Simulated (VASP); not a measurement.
# Ru (P6_3/mmc) in VASP: notebook

Ru is run at these levels: PBE; tasks: single point.

All numbers are computed with VASP 6.6.1; they aren't measurements. Logs are shortened: lines on timing, memory, paths and dates and some standing lists are left out, and cuts for length are marked.

## 1. The cell of the first run

Symmetry: P6_3/mmc, No. 194, hexagonal system. Conventional cell: a = 2.320 Å, b = 2.320 Å, c = 3.716 Å, α = 90.00°, β = 90.00°, γ = 120.00°. Within 3.0 Å of Ru (site symmetry -6m2) lie 12 Ru at 2.29 to 2.32 Å.

## 2. Single point, PBE

INCAR reads:

```
ALGO = Normal
EDIFF = 1E-7
ENCUT = 520
GGA = PE
ISIF = 2
ISMEAR = -1
LASPH = T
LCHARG = T
LELF = T
LREAL = F
LVHAR = T
LWAVE = F
NBANDS = 21
NELM = 80
PREC = Accurate
SIGMA = 0.08
```

KPOINTS reads:

```
k-points
0
Gamma
  19 19 10
```

POSCAR reads:

```
Ru
1.0
    2.3203690898      0.0000000000      0.0000000000
   -1.1601845449      2.0094985779      0.0000000000
    0.0000000000      0.0000000000      3.7164762457
Ru
2
Direct
    0.3333333333      0.6666666667      0.2500000000
    0.6666666667      0.3333333333      0.7500000000
```

Potentials or basis: VASP PAW PBE potentials, release 64 (Ru_pv).

Started as:

```
$ cat potpaw_PBE.64/Ru_pv/POTCAR > POTCAR
$ mpirun -np 1 vasp_std > vasp.out
```

OUTCAR:

```text
EDIFF = 1E-7
   ENCUT = 520
   GGA = PE
   ISIF = 2
   ISMEAR = -1
   LASPH = T
   LREAL = F
   NELM = 80
   PREC = Accurate

 ion  position               nearest neighbor table
   1  0.333  0.667  0.250-   2 2.29   2 2.29   2 2.29   2 2.29   2 2.29   2 2.29   2 3.26   2 3.26
                             2 3.26   2 3.26   2 3.26   2 3.26
   2  0.667  0.333  0.750-   1 2.29   1 2.29   1 2.29   1 2.29   1 2.29   1 2.29   1 3.26   1 3.26
                             1 3.26   1 3.26   1 3.26   1 3.26

  LATTYP: Found a hexagonal cell.
 ALAT       =     2.3203690898
 C/A-ratio  =     1.6016746051

  Lattice vectors:

 A1 = (   2.3203690898,   0.0000000000,   0.0000000000)
 A2 = (  -1.1601845449,   2.0094985779,   0.0000000000)
 A3 = (   0.0000000000,   0.0000000000,   3.7164762457)

Analysis of symmetry for initial positions (statically):
=====================================================================
 Subroutine PRICEL returns:
 Original cell was already a primitive cell.

 Routine SETGRP: Setting up the symmetry group for a
 hexagonal supercell.

 Subroutine GETGRP returns: Found 24 space group operations
 (whereof 12 operations were pure point group operations)
 out of a pool of 24 trial point group operations.

The static configuration has the point symmetry D_3d.
 The point group associated with its full space group is D_6h.

Analysis of symmetry for dynamics (positions and initial velocities):
=====================================================================
 Subroutine PRICEL returns:
 Original cell was already a primitive cell.

 Routine SETGRP: Setting up the symmetry group for a
 hexagonal supercell.

 Subroutine GETGRP returns: Found 24 space group operations
 (whereof 12 operations were pure point group operations)
 out of a pool of 24 trial point group operations.

The dynamic configuration has the point symmetry D_3d.
 The point group associated with its full space group is D_6h.

 Subroutine INISYM returns: Found 24 space group operations
 (whereof 12 operations are pure point group operations),
 and found     1 'primitive' translations

----------------------------------------------------------------------------------------

                                     Primitive cell

  volume of cell :      17.3291

[... 82 lines left out ...]
   ISPIN  =      1    spin polarized calculation?
   LNONCOLLINEAR =      F non collinear calculations
   LSORBIT =      F    spin-orbit coupling
   LASPH  =      T    aspherical Exc in radial PAW
   ENCUT  =  520.0 eV  38.22 Ry    6.18 a.u.   4.31  4.31  6.91*2*pi/ulx,y,z
   NELM   =     80;   NELMIN=  2; NELMDL= -5     # of ELM steps
   EDIFF  = 0.1E-06   stopping-criterion for ELM
   LREAL  =      F    real-space projection
   EDIFFG = 0.1E-05   stopping-criterion for IOM
   NSW    =      0    number of steps for IOM
   IBRION =     -1    ionic relax: 0-MD 1-quasi-New 2-CG
   NFREE  =      0    steps in history (QN), initial steepest desc. (CG)
   ISIF   =      2    stress and relaxation
   ISYM   =      2    0-nonsym 1-usesym 2-fastsym
   POTIM  = 0.5000    time-step for ionic-motion
   TEBEG  =    0.0;   TEEND  =   0.0 temperature during run
   PSTRESS=    0.0 pullay stress
   NELECT =      28.0000    total number of electrons
   NUPDOWN=      -1.0000    fix difference up-down
   EMIN   =  10.00;   EMAX   =-10.00  energy-range for DOS
   EFERMI =   0.00;   METHOD = LEGACY
   ISMEAR =    -1;   SIGMA  =   0.08  broadening in eV -4-tet -1-fermi 0-gaus
   EFERMI_NEDOS =   21; number of points for ismear=-14 and -15
   IALGO  =     38    algorithm
   IMIX   =      4    mixing-type and parameters
     AMIX     =   0.40;   BMIX     =  1.00
     AMIX_MAG =   1.60;   BMIX_MAG =  1.00
  volume/ion in A,a.u.               =       8.66        58.47
  Fermi-wavevector in a.u.,A,eV,Ry     =   1.921036  3.630231 50.210649  3.690379
  Thomas-Fermi vector in A             =   2.955436
   LORBIT       =      0    0 simple, 1 ext, 2 COOP (PROOUT), +10 PAW based schemes
   GGA     = PE    functional components
   LHFCALC =     F    Hartree Fock is set to
   AEXX    =    0.0000 exact exchange contribution
   IVDW    =     0    specifies the selected vdW correction
   LEPSILON=     F    determine dielectric tensor
   LRPA    =     F    only Hartree local field effects (RPA)
 non-spin polarized calculation
  energy-cutoff  :      520.00
  volume of cell :       17.33
 maximum number of plane-waves:       494
 NGX is ok and might be reduce to    18
   NGX =  9   NGY =  9   NGZ = 13

 number of electron      27.9999984 magnetization

 Free energy of the ion-electron system (eV)
  ---------------------------------------------------
  ext. energy  EPLUGINS =         0.00000000
  ---------------------------------------------------
  free energy    TOTEN  =        -9.63018133 eV

  energy without entropy =       -9.61523340  energy(sigma->0) =       -9.62270736

 E-fermi :  23.0483     XC(G=0): -17.0886

 val. band max:       23.0422440149   @ k =   0.4211   0.1579   0.3000
 cond. band min:      23.0955895226   @ k =   0.3684   0.1053   0.4000
 fundamental gap:      0.0533455077
 Fermi energy:        23.0482769146

 k-point     1 :       0.0000    0.0000    0.0000
  band No.  band energies     occupation
      1     -23.8043      2.00000
      2     -20.1151      2.00000
      3     -20.1151      2.00000
      4     -19.5282      2.00000
      5     -19.5282      2.00000
      6     -19.4137      2.00000
[... 565 lines left out ...]
     20      37.9637      0.00000
     21      38.5985      0.00000

 [... further k-points ...]

------------------------ aborting loop because EDIFF is reached ----------------------------------------

  FORCE on cell =-STRESS in cart. coord.  units (eV):
  Direction    XX          YY          ZZ          XY          YZ          ZX
  --------------------------------------------------------------------------------------
  -------------------------------------------------------------------------------------
  Total       46.1100756     46.1100756     46.1454625     -0.0000000      0.0000000     -0.0000000
  in kB     4263.1467288   4263.1467287   4266.4184618     -0.0000000      0.0000000     -0.0000000
  external PRESSURE =    4264.2373064 kB  Pullay stress =       0.0000000 kB

 VOLUME and BASIS-vectors are now :
 -----------------------------------------------------------------------------
  energy-cutoff  :      520.00
  volume of cell :       17.33
      direct lattice vectors                 reciprocal lattice vectors
     2.320369090  0.000000000  0.000000000     0.430965920  0.248818290  0.000000000
    -1.160184545  2.009498578  0.000000000     0.000000000  0.497636580  0.000000000
     0.000000000  0.000000000  3.716476246     0.000000000  0.000000000  0.269072082

 POSITION                                       TOTAL-FORCE (eV/Angst)
 -----------------------------------------------------------------------------------
     -0.00000      1.33967      0.92912         0.000000      0.000000      0.000000
      1.16018      0.66983      2.78736        -0.000000     -0.000000      0.000000
 -----------------------------------------------------------------------------------
    total drift:                               -0.000000      0.000000     -0.000000

  FREE ENERGIE OF THE ION-ELECTRON SYSTEM (eV)
  ---------------------------------------------------
  free  energy   TOTEN  =        -9.6301813322 eV

  energy  without entropy=       -9.6152333956  energy(sigma->0) =       -9.62270736
```

OSZICAR:

```text
N       E                     dE             d eps       ncg     rms          rms(c)
DAV:   1     0.298557077716E+03    0.29856E+03   -0.17137E+04 10136   0.159E+03
DAV:   2    -0.429516581210E+01   -0.30285E+03   -0.29248E+03 10300   0.471E+02
DAV:   3    -0.103498285438E+02   -0.60547E+01   -0.60235E+01 12415   0.749E+01
DAV:   4    -0.103823326882E+02   -0.32504E-01   -0.32446E-01 10687   0.569E+00
DAV:   5    -0.103825026487E+02   -0.16996E-03   -0.16996E-03 11125   0.408E-01    0.551E+01
DAV:   6    -0.981279048655E+01    0.56971E+00   -0.48937E-01 10750   0.744E+00    0.286E+01
DAV:   7    -0.963625181619E+01    0.17654E+00   -0.28225E-01 10865   0.524E+00    0.195E+00
DAV:   8    -0.963029772157E+01    0.59541E-02   -0.28429E-02 11065   0.201E+00    0.365E-01
DAV:   9    -0.963017522675E+01    0.12249E-03   -0.19233E-04 11275   0.167E-01    0.370E-02
DAV:  10    -0.963018263307E+01   -0.74063E-05   -0.19841E-05 11135   0.442E-02    0.236E-02
DAV:  11    -0.963018160578E+01    0.10273E-05   -0.18097E-06 11105   0.147E-02    0.344E-03
DAV:  12    -0.963018128976E+01    0.31602E-06   -0.54088E-08  6630   0.281E-03    0.704E-04
DAV:  13    -0.963018133224E+01   -0.42480E-07   -0.29604E-09  5560   0.555E-04
   1 F= -.96301813E+01 E0= -.96227074E+01  d E =-.149479E-01
```

Run time: 58 s. Hardware: 1 thread of Intel Xeon 6975P-C (Granite Rapids), shared host; peak memory 0.18 GiB.

What came out:

```
Free energy            : -9.6302 eV
Pressure               : 426.4 GPa
Band gap on the k mesh : zero (band 14 reaches 26.02 eV, above the bottom of band 15 at 19.82 eV)
```

Stress tensor (GPa, compression positive):
```
426.31   0.00   0.00
  0.00 426.31   0.00
  0.00   0.00 426.64
```

Levels at points of the mesh, in eV from the Fermi level:
```
           k point  band 12  band 13  band 14  band 15  band 16  band 17
(0.00, 0.00, 0.00)    -3.89    -3.89    -2.69    -2.69     2.00     2.00
(0.00, 0.00, 0.50)    -5.44    -3.85    -3.85     1.00     1.00     1.00
```

## 3. Single point, PBE

INCAR reads:

```
PREC = Accurate
ENCUT = 520
EDIFF = 1E-6
ISMEAR = -1
SIGMA = 0.08
LREAL = F
LASPH = T
NELM = 100
ALGO = Normal
ISIF = 2
LWAVE = F
LCHARG = F
GGA = PE
NBANDS = 21
```

KPOINTS reads:

```
regular mesh
0
Gamma
  19 19 10
```

POSCAR reads:

```
Ru
1.0
    2.3205770464      0.0000000000      0.0000000000
   -1.1602885232      2.0096786737      0.0000000000
    0.0000000000      0.0000000000      3.7162687828
Ru
2
Direct
    0.3333333333      0.6666666667      0.2500000000
    0.6666666667      0.3333333333      0.7500000000
```

Potentials or basis: VASP PAW PBE potentials, release 64 (Ru_pv).

Started as:

```
$ cat potpaw_PBE.64/Ru_pv/POTCAR > POTCAR
$ mpirun -np 1 vasp_std > vasp.out
```

Run time: 52 s. Hardware: 1 thread of Intel Xeon 6975P-C (Granite Rapids), shared host; peak memory 0.18 GiB.

The run converged. Its results:

| Property | Result |
| --- | --- |
| Free energy | -9.6359 eV |
| Pressure | 426.2 GPa |
| Band gap on the k mesh | zero (band 14 reaches 26.01 eV, above the bottom of band 15 at 19.82 eV) |

Stress tensor (GPa, compression positive):
```
426.01   0.00   0.00
  0.00 426.01   0.00
  0.00   0.00 426.61
```

Levels at points of the mesh, in eV from the Fermi level:
```
           k point  band 12  band 13  band 14  band 15  band 16  band 17
(0.00, 0.00, 0.00)    -3.89    -3.89    -2.69    -2.69     2.00     2.00
(0.00, 0.00, 0.50)    -5.44    -3.85    -3.85     1.00     1.00     1.00
```
